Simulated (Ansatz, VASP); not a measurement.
**BaNa2CoP2O8: VASP beside Ansatz**

```
Na Ba Co P O
1.0
     5.31275    0.00000    0.00000
    -2.65638    4.60098    0.00000
     0.00000    0.00000    7.00810
Na Ba Co P O
2 1 1 2 8
Direct
  0.33333 0.66667 0.18092
  0.66667 0.33333 0.81908
  0.00000 0.00000 0.50000
  0.00000 0.00000 0.00000
  0.33333 0.66667 0.74321
  0.66667 0.33333 0.25679
  0.33333 0.66667 0.52536
  0.66667 0.33333 0.47464
  0.82293 0.64586 0.17869
  0.82293 0.17707 0.17869
  0.35414 0.17707 0.17869
  0.17707 0.35414 0.82132
  0.17707 0.82293 0.82132
  0.64586 0.82293 0.82132
```

Alike in both runs: task single point; functional PBE; k mesh 4 × 4 × 4; occupations gaussian, width 0.05 eV; collinear spin; Hubbard terms Co d U = 3.3 eV.

```csv
,VASP,Ansatz
version,VASP 6.6.1,Ansatz 0.2.0
potentials or method,"VASP PAW PBE potentials, release 64 (Na_pv, Ba_sv, Co, P, O), cutoff 520 eV","scalar-relativistic, plane waves, PAW"
valence electrons in the cell,91,103
```

Ansatz gave:

- pressure (GPa): 6.5
- traceless stress, the component that is largest in VASP (GPa): -0.96
- rms of the force components (eV/Å): 0.253
- net moment per atom (μB): 0.21
- size of the moment on the site where the two differ most (μB): 2.60

Task: Which values does VASP return?

Result: Pressure (GPa): 5.8; traceless stress, the component that is largest in VASP (GPa): -1.00; rms of the force components (eV/Å): 0.240; net moment per atom (μB): 0.21; size of the moment on the site where the two differ most (μB): 2.72.

Site moments also hang on the region over which each program counts them. The programs project onto different local orbitals, so the same U acts differently, and such runs can settle in different states. Atom by atom the forces differ by 0.053 eV/Å (rms over components). VASP's potentials hold 91 valence electrons a cell and Ansatz's 103, so a difference there can come from the potentials and not from the codes. Ansatz's warnings: stability check not made.

Neither program's run includes spin-orbit coupling.
